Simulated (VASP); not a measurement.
Input of a VASP 6.6.1 run:

The input POSCAR:

```
BN
1.0
    0.0000000000      1.8123816016      1.8123816016
    1.8123816016      0.0000000000      1.8123816016
    1.8123816016      1.8123816016      0.0000000000
B N
1 1
Direct
    0.5000000000      0.5000000000      0.5000000000
    0.2500000000      0.2500000000      0.2500000000
```

File INCAR.step1:

```
SYSTEM = BN
  ALGO = Normal
  EDIFF = 1E-4
  ENCUT = 520
  GGA = PE
  ISMEAR = 0
  LASPH = .True.
  LCHARG = .False.
  LREAL = .False.
  LWAVE = .True.
  NBANDS = 11
  NELM = 80
  PREC = Accurate
  SIGMA = 0.02
```

Contents of INCAR.step2:

```
SYSTEM = BN
  ALGO = Normal
  EDIFF = 1E-6
  ENCUT = 520
  ISIF = 2
  ISMEAR = 0
  ISTART = 1
  LASPH = .True.
  LCHARG = .False.
  LMIXTAU = .True.
  LREAL = .False.
  LWAVE = .False.
  METAGGA = R2SCAN
  NBANDS = 11
  NELM = 80
  PREC = Accurate
  SIGMA = 0.02
```

File KPOINTS:

```
k-points
0
Gamma
  12 12 12
  0 0 0
```

Potentials or basis: VASP PAW PBE potentials, release 64 (B, N).

Launch:

```console
$ cat potpaw_PBE.64/B/POTCAR potpaw_PBE.64/N/POTCAR > POTCAR
$ cp INCAR.step1 INCAR
$ mpirun -np 1 vasp_std > vasp.out
$ cp INCAR.step2 INCAR
$ mpirun -np 1 vasp_std > vasp.out
```

(1) What does it give for the band gap on the k mesh?

(2) Estimate the pressure.

## Answers

(1) 4.97 eV, indirect (least direct gap 9.49 eV).

(2) -3.7 GPa.

Caveat: the PAW data sets were made with another functional, which shifts forces and pressure a little.
